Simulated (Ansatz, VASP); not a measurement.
**Two plane-wave programs on ScS4**

Contents of INCAR:

```
SYSTEM = ScS4
PREC = Accurate ; ENCUT = 600
EDIFF = 1E-6 ; ISMEAR = 0
SIGMA = 0.2 ; LREAL = .False.
LASPH = .True. ; NELM = 100
ALGO = Normal ; ISIF = 3
LWAVE = .False. ; LCHARG = .False.
GGA = PE ; IBRION = 2
NSW = 36 ; EDIFFG = -0.08
```

File KPOINTS:

```
Automatic mesh
0
Gamma
  5 5 2
  0 0 0
```

The input POSCAR:

```
ScS4
1.0
    3.6000000000      0.0000000000      0.0000000000
   -1.8000000000      3.1176914500      0.0000000000
    0.0000000000      0.0000000000      9.6000000000
Sc S
1 4
Direct
    0.0000000000      0.0000000000      0.0000000000
    0.0000000000      0.0000000000      0.3900000000
    0.0000000000      0.0000000000      0.6100000000
    0.6666666700      0.3333333300      0.8650000000
    0.3333333300      0.6666666700      0.1350000000
```

Input for Ansatz:

```yaml
crystal:
  lattice:
    - [3.6, 0.0, 0.0]
    - [-1.8, 3.11769145, 0.0]
    - [0.0, 0.0, 9.6]
  atoms:
    - { symbol: Sc, position: [0.0, 0.0, 0.0] }
    - { symbol: S, position: [0.0, 0.0, 0.39] }
    - { symbol: S, position: [0.0, 0.0, 0.61] }
    - { symbol: S, position: [0.66666667, 0.33333333, 0.865] }
    - { symbol: S, position: [0.33333333, 0.66666667, 0.135] }
basis:
  ecutwfc: 420
kpoints:
  mp_grid: { grid: [5, 5, 2] }
hamiltonian:
  xc: pbe
scf:
  occupations: { method: gaussian, width: 0.2 }
  lower_state_search: "off"
output:
  forces: true
  stress: true
  eigenvalues: true
relax:
  adjacent_minimum: "off"
  f_tol: 0.08
  max_steps: 16
  cell: { stress_tol: 0.8 }
```

Alike in both runs: task relaxation of cell and atoms; functional PBE; k mesh 5 × 5 × 2; occupations gaussian, width 0.2 eV; no spin polarisation.

|  | VASP | Ansatz |
| --- | --- | --- |
| version | VASP 6.6.1 | Ansatz 0.2.0 |
| potentials or method | VASP PAW PBE potentials, release 64 (Sc_sv, S), cutoff 600 eV | scalar-relativistic, plane waves, PAW |
| valence electrons in the cell | 35 | 35 |

|  | VASP | Ansatz | Ansatz less VASP |
| --- | --- | --- | --- |
| gap on the k mesh at the Fermi level, each at its own relaxed structure (eV) | none | none | - |
| relaxed volume (Å³/atom) | 24.16 | 23.30 | -0.867 |
| relaxed length of the cell vector where the two differ most in proportion (Å) | 11.180 | 10.259 | -0.9208 |

A gap of «none» marks a metal or a gap that the smearing closes. One of these differences is far larger than is usual between the two programs; its cause wasn't traced.

The k mesh is coarse, so the values compare programs but aren't converged.
